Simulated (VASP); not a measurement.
# Gd (P6_3/mmc) in VASP: single point with PBE

Aim: the single point of Gd with PBE.

Everything below comes from runs of VASP 6.6.1. Logs are shortened: lines on timing, memory, paths and dates and some standing lists are left out, and cuts for length are marked.

## 1. The cell of the first run

Symmetry: P6_3/mmc, No. 194, hexagonal system. The conventional cell has a = 3.611 Å, b = 3.611 Å, c = 5.743 Å, α = 90.00°, β = 90.00°, γ = 120.00°. Gd (site symmetry -6m2) has 12 Gd at 3.55 to 3.61 Å within 4.7 Å.

## 2. Single point, PBE, collinear spin, ferromagnetic start

INCAR

```
  ALGO = Normal
  EDIFF = 1E-7
  ENCUT = 520
  GGA = PE
  ISIF = 2
  ISMEAR = -1
  ISPIN = 2
  LASPH = True
  LCHARG = False
  LMAXMIX = 6
  LORBIT = 11
  LREAL = False
  LWAVE = False
  MAGMOM = 7 7
  NBANDS = 29
  NELM = 150
  PREC = Accurate
  SIGMA = 0.1
```

KPOINTS

```
k-points
0
Gamma
  8 8 4
```

POSCAR

```
Gd
1.0
    3.6109794300      0.0000000000      0.0000000000
   -1.8054897100      3.1272015400      0.0000000000
    0.0000000000      0.0000000000      5.7428079300
Gd
2
Direct
    0.3333300000      0.6666700000      0.2500000000
    0.6666600000      0.3333300000      0.7500000000
```

Potentials or basis: VASP PAW PBE potentials, release 64 (Gd).

The run is started by

```
$ cat potpaw_PBE.64/Gd/POTCAR > POTCAR
$ mpirun -np 1 vasp_std > vasp.out
```

OUTCAR:

```text
EDIFF = 1E-7
   ENCUT = 520
   GGA = PE
   ISIF = 2
   ISMEAR = -1
   ISPIN = 2
   LASPH = True
   LORBIT = 11
   LREAL = False
   NELM = 150
   PREC = Accurate

 ion  position               nearest neighbor table
   1  0.333  0.667  0.250-   2 3.55   2 3.55   2 3.55   2 3.55   2 3.55   2 3.55
   2  0.667  0.333  0.750-   1 3.55   1 3.55   1 3.55   1 3.55   1 3.55   1 3.55

  LATTYP: Found a hexagonal cell.
 ALAT       =     3.6109794300
 C/A-ratio  =     1.5903740360

  Lattice vectors:

 A1 = (   3.6109794300,   0.0000000000,   0.0000000000)
 A2 = (  -1.8054897100,   3.1272015400,   0.0000000000)
 A3 = (   0.0000000000,   0.0000000000,   5.7428079300)

Analysis of symmetry for initial positions (statically):
=====================================================================
 Subroutine PRICEL returns:
 Original cell was already a primitive cell.

 Routine SETGRP: Setting up the symmetry group for a
 hexagonal supercell.

 Subroutine GETGRP returns: Found  8 space group operations
 (whereof  2 operations were pure point group operations)
 out of a pool of 24 trial point group operations.

The static configuration has the point symmetry C_2 .
 The point group associated with its full space group is D_2h.

Analysis of symmetry for dynamics (positions and initial velocities):
=====================================================================
 Subroutine PRICEL returns:
 Original cell was already a primitive cell.

 Routine SETGRP: Setting up the symmetry group for a
 hexagonal supercell.

 Subroutine GETGRP returns: Found  8 space group operations
 (whereof  2 operations were pure point group operations)
 out of a pool of 24 trial point group operations.

The dynamic configuration has the point symmetry C_2 .
 The point group associated with its full space group is D_2h.

Analysis of structural, dynamic, and magnetic symmetry:
=====================================================================
 Subroutine PRICEL returns:
 Original cell was already a primitive cell.

 Routine SETGRP: Setting up the symmetry group for a
 hexagonal supercell.

 Subroutine GETGRP returns: Found  8 space group operations
 (whereof  2 operations were pure point group operations)
 out of a pool of 24 trial point group operations.

The overall configuration has the point symmetry C_2 .
 The point group associated with its full space group is D_2h.

 Subroutine INISYM returns: Found  8 space group operations
 (whereof  2 operations are pure point group operations),
 and found     1 'primitive' translations

----------------------------------------------------------------------------------------

                                     Primitive cell

  volume of cell :      64.8493

  direct lattice vectors                    reciprocal lattice vectors
     3.610979430  0.000000000  0.000000000     0.276933175  0.159887360  0.000000000
    -1.805489710  3.127201540  0.000000000     0.000000000  0.319774721  0.000000000
     0.000000000  0.000000000  5.742807930     0.000000000  0.000000000  0.174130845

  length of vectors
     3.610979430  3.610980831  5.742807930     0.319774845  0.319774721  0.174130845

  position of ions in fractional coordinates (direct lattice)
     0.333330000  0.666670000  0.250000000
     0.666660000  0.333330000  0.750000000

  ion indices of the primitive-cell ions
   primitive index   ion index
                 1           1
                 2           2

----------------------------------------------------------------------------------------

 KPOINTS: k-points

Automatic generation of k-mesh.
 Grid dimensions read from file:
 generate k-points for:    8    8    4

 Generating k-lattice:

  Cartesian coordinates                     Fractional coordinates (reciprocal lattice)
     0.034616647  0.019985920  0.000000000     0.125000000 -0.000000000  0.000000000
     0.000000000  0.039971840  0.000000000     0.000000000  0.125000000  0.000000000
     0.000000000  0.000000000  0.043532711     0.000000000  0.000000000  0.250000000

  Length of vectors
     0.039971856  0.039971840  0.043532711

  Shift w.r.t. Gamma in fractional coordinates (k-lattice)
     0.000000000  0.000000000  0.000000000

 Subroutine IBZKPT returns following result:
 ===========================================

 Found     63 irreducible k-points:

 Following reciprocal coordinates:
            Coordinates               Weight
  0.000000  0.000000  0.000000      1.000000
  0.125000  0.000000  0.000000      4.000000
  0.000000  0.125000  0.000000      2.000000
  0.250000  0.000000  0.000000      4.000000
  0.000000  0.250000  0.000000      2.000000
  0.375000  0.000000  0.000000      4.000000
[... 16 lines left out ...]
  0.125000  0.000000  0.250000      8.000000
  0.000000  0.125000  0.250000      4.000000
 [... further k-points ...]
   k-points           NKPTS =     63   k-points in BZ     NKDIM =     63   number of bands    NBANDS=     29
   number of dos      NEDOS =    301   number of ions     NIONS =      2
   total plane-waves  NPLWV =  37632
   dimension x,y,z NGX =    28 NGY =   28 NGZ =   48
   dimension x,y,z NGXF=    56 NGYF=   56 NGZF=   96
   ions per type =               2
   NGX,Y,Z   is equivalent  to a cutoff of  12.89, 12.89, 13.90 a.u.
   NGXF,Y,Z  is equivalent  to a cutoff of  25.78, 25.78, 27.79 a.u.
 SYSTEM =  unknown system
   PREC   = accura    normal or accurate (medium, high low for compatibility)
   ISTART =      0    job   : 0-new  1-cont  2-samecut
   ICHARG =      2    charge: 1-file 2-atom 10-const
   ISPIN  =      2    spin polarized calculation?
   LNONCOLLINEAR =      F non collinear calculations
   LSORBIT =      F    spin-orbit coupling
   LASPH  =      T    aspherical Exc in radial PAW
   ENCUT  =  520.0 eV  38.22 Ry    6.18 a.u.   6.71  6.71 10.68*2*pi/ulx,y,z
   NELM   =    150;   NELMIN=  2; NELMDL= -5     # of ELM steps
   EDIFF  = 0.1E-06   stopping-criterion for ELM
   LREAL  =      F    real-space projection
   EDIFFG = 0.1E-05   stopping-criterion for IOM
   NSW    =      0    number of steps for IOM
   IBRION =     -1    ionic relax: 0-MD 1-quasi-New 2-CG
   NFREE  =      0    steps in history (QN), initial steepest desc. (CG)
   ISIF   =      2    stress and relaxation
   ISYM   =      2    0-nonsym 1-usesym 2-fastsym
   POTIM  = 0.5000    time-step for ionic-motion
   TEBEG  =    0.0;   TEEND  =   0.0 temperature during run
   PSTRESS=    0.0 pullay stress
   NELECT =      36.0000    total number of electrons
   NUPDOWN=      -1.0000    fix difference up-down
   EMIN   =  10.00;   EMAX   =-10.00  energy-range for DOS
   EFERMI =   0.00;   METHOD = LEGACY
   ISMEAR =    -1;   SIGMA  =   0.10  broadening in eV -4-tet -1-fermi 0-gaus
   EFERMI_NEDOS =   21; number of points for ismear=-14 and -15
   IALGO  =     38    algorithm
   IMIX   =      4    mixing-type and parameters
     AMIX     =   0.40;   BMIX     =  1.00
     AMIX_MAG =   1.60;   BMIX_MAG =  1.00
  volume/ion in A,a.u.               =      32.42       218.81
  Fermi-wavevector in a.u.,A,eV,Ry     =   1.345470  2.542569 24.630475  1.810289
  Thomas-Fermi vector in A             =   2.473380
   LORBIT       =     11    0 simple, 1 ext, 2 COOP (PROOUT), +10 PAW based schemes
   GGA     = PE    functional components
   LHFCALC =     F    Hartree Fock is set to
   AEXX    =    0.0000 exact exchange contribution
   IVDW    =     0    specifies the selected vdW correction
   LEPSILON=     F    determine dielectric tensor
   LRPA    =     F    only Hartree local field effects (RPA)
 spin polarized calculation
  energy-cutoff  :      520.00
  volume of cell :       64.85
 maximum number of plane-waves:      1785
   NGX = 13   NGY = 13   NGZ = 21

 number of electron      36.0000002 magnetization      15.2059980

 Free energy of the ion-electron system (eV)
  ---------------------------------------------------
  ext. energy  EPLUGINS =         0.00000000
  ---------------------------------------------------
  free energy    TOTEN  =       -23.45880655 eV

  energy without entropy =      -23.33286755  energy(sigma->0) =      -23.39583705

 E-fermi :   3.0583     XC(G=0): -10.0588

 val. band max:        3.0490456421   @ k =  -0.1250   0.3750   0.2500
 cond. band min:       3.0786754057   @ k =   0.2500   0.2500   0.0000
 fundamental gap:      0.0296297635
 Fermi energy:         3.0582574064

 spin component 1

 k-point     1 :       0.0000    0.0000    0.0000
  band No.  band energies     occupation
      1     -42.1522      1.00000
      2     -42.0761      1.00000
      3     -19.9402      1.00000
      4     -19.2833      1.00000
      5     -19.2833      1.00000
      6     -19.1698      1.00000
[... 21 lines left out ...]
     28       4.5997      0.00000
     29       5.0686      0.00000

 k-point     2 :       0.1250    0.0000    0.0000
  band No.  band energies     occupation
      1     -42.1438      1.00000
      2     -42.0728      1.00000
      3     -19.9038      1.00000
      4     -19.3620      1.00000
      5     -19.3089      1.00000
      6     -19.2519      1.00000
[... 21 lines left out ...]
     28       4.7961      0.00000
     29       5.1150      0.00000

 k-point     3 :       0.0000    0.1250    0.0000
  band No.  band energies     occupation
      1     -42.1438      1.00000
      2     -42.0728      1.00000
      3     -19.9038      1.00000
      4     -19.3620      1.00000
      5     -19.3089      1.00000
      6     -19.2519      1.00000
[... 21 lines left out ...]
     28       4.7961      0.00000
     29       5.1622      0.00000

 k-point     4 :       0.2500    0.0000    0.0000
  band No.  band energies     occupation
      1     -42.1224      1.00000
      2     -42.0657      1.00000
      3     -19.8058      1.00000
      4     -19.5516      1.00000
      5     -19.4398      1.00000
      6     -19.3674      1.00000
[... 597 lines left out ...]
     28       4.2641      0.00001
     29       4.7585      0.00000

 k-point    23 :       0.1250    0.0000    0.2500
  band No.  band energies     occupation
      1     -42.1335      1.00000
      2     -42.0833      1.00000
      3     -19.8106      1.00000
      4     -19.3484      1.00000
      5     -19.3307      1.00000
      6     -19.2904      1.00000
[... 21 lines left out ...]
     28       4.5452      0.00000
     29       4.7005      0.00000

 k-point    24 :       0.0000    0.1250    0.2500
  band No.  band energies     occupation
      1     -42.1335      1.00000
      2     -42.0833      1.00000
      3     -19.8106      1.00000
      4     -19.3484      1.00000
      5     -19.3307      1.00000
      6     -19.2904      1.00000
[... 21 lines left out ...]
     28       4.5452      0.00000
     29       4.7005      0.00000

 [... further k-points ...]

 spin component 2

 k-point     1 :       0.0000    0.0000    0.0000
  band No.  band energies     occupation
      1     -38.9238      1.00000
      2     -38.8284      1.00000
      3     -17.7093      1.00000
      4     -16.9111      1.00000
      5     -16.9111      1.00000
      6     -16.7781      1.00000
[... 21 lines left out ...]
     28       5.7996      0.00000
     29       6.2735      0.00000

 k-point     2 :       0.1250    0.0000    0.0000
  band No.  band energies     occupation
      1     -38.9131      1.00000
      2     -38.8242      1.00000
      3     -17.6653      1.00000
      4     -17.0078      1.00000
      5     -16.9426      1.00000
      6     -16.8786      1.00000
[... 21 lines left out ...]
     28       5.9523      0.00000
     29       6.4513      0.00000

 k-point     3 :       0.0000    0.1250    0.0000
  band No.  band energies     occupation
      1     -38.9131      1.00000
      2     -38.8242      1.00000
      3     -17.6653      1.00000
      4     -17.0078      1.00000
      5     -16.9426      1.00000
      6     -16.8786      1.00000
[... 21 lines left out ...]
     28       5.9523      0.00000
     29       6.3653      0.00000

 k-point     4 :       0.2500    0.0000    0.0000
  band No.  band energies     occupation
      1     -38.8863      1.00000
      2     -38.8152      1.00000
      3     -17.5468      1.00000
      4     -17.2401      1.00000
      5     -17.1055      1.00000
      6     -17.0137      1.00000
[... 597 lines left out ...]
     28       5.4642      0.00000
     29       5.9213      0.00000

 k-point    23 :       0.1250    0.0000    0.2500
  band No.  band energies     occupation
      1     -38.9002      1.00000
      2     -38.8373      1.00000
      3     -17.5547      1.00000
      4     -16.9974      1.00000
      5     -16.9715      1.00000
      6     -16.9206      1.00000
[... 21 lines left out ...]
     28       5.6620      0.00000
     29       5.8834      0.00000

 k-point    24 :       0.0000    0.1250    0.2500
  band No.  band energies     occupation
      1     -38.9002      1.00000
      2     -38.8373      1.00000
      3     -17.5547      1.00000
      4     -16.9974      1.00000
      5     -16.9715      1.00000
      6     -16.9206      1.00000
[... 21 lines left out ...]
     28       5.6620      0.00000
     29       5.8817      0.00000

 [... further k-points ...]
[... 5 lines left out ...]
  --------------------------------------------------------------------------------------
  -------------------------------------------------------------------------------------
  Total        0.5303769      0.5304187      0.6807503      0.0000000     -0.0000000      0.0000000
  in kB       13.1035819     13.1046147     16.8187323      0.0000000     -0.0000000      0.0000000
  external PRESSURE =      14.3423097 kB  Pullay stress =       0.0000000 kB

 VOLUME and BASIS-vectors are now :
 -----------------------------------------------------------------------------
  energy-cutoff  :      520.00
  volume of cell :       64.85
      direct lattice vectors                 reciprocal lattice vectors
     3.610979430  0.000000000  0.000000000     0.276933175  0.159887360  0.000000000
    -1.805489710  3.127201540  0.000000000     0.000000000  0.319774721  0.000000000
     0.000000000  0.000000000  5.742807930     0.000000000  0.000000000  0.174130845

 POSITION                                       TOTAL-FORCE (eV/Angst)
 -----------------------------------------------------------------------------------
     -0.00002      2.08481      1.43570        -0.000000     -0.000032     -0.000000
      1.80547      1.04239      4.30711         0.000000      0.000032      0.000000
 -----------------------------------------------------------------------------------
    total drift:                               -0.000000      0.000000     -0.000000

  FREE ENERGIE OF THE ION-ELECTRON SYSTEM (eV)
  ---------------------------------------------------
  free  energy   TOTEN  =       -23.4588065482 eV

  energy  without entropy=      -23.3328675516  energy(sigma->0) =      -23.39583705

 total charge

# of ion       s       p       d       f       tot
--------------------------------------------------
    1        2.075   5.566   0.579   6.991  15.210
    2        2.075   5.566   0.579   6.991  15.210
--------------------------------------------------
tot          4.149  11.131   1.158  13.983  30.421

 magnetization (x)

# of ion       s       p       d       f       tot
--------------------------------------------------
    1        0.004  -0.052   0.216   6.807   6.975
    2        0.004  -0.052   0.216   6.807   6.975
--------------------------------------------------
tot          0.009  -0.103   0.432  13.613  13.951
```

Wall time 12 min (1 thread of Intel Xeon Platinum 8259CL at 2.50GHz (Skylake/Cascade Lake), shared host); peak memory 0.35 GiB.

What came out:

```
Free energy                                           : -23.4588 eV
Pressure                                              : 1.4 GPa
Net moment                                            : 15.21 μB per cell
Site moments                                          : Gd +6.97 μB
Valence electrons inside the program's atomic spheres : Gd 15.21
```

Caveat: spin-orbit coupling is left out, which moves the levels of the heavy elements; semilocal functionals describe open f shells poorly, which spoils levels, moments and volumes.
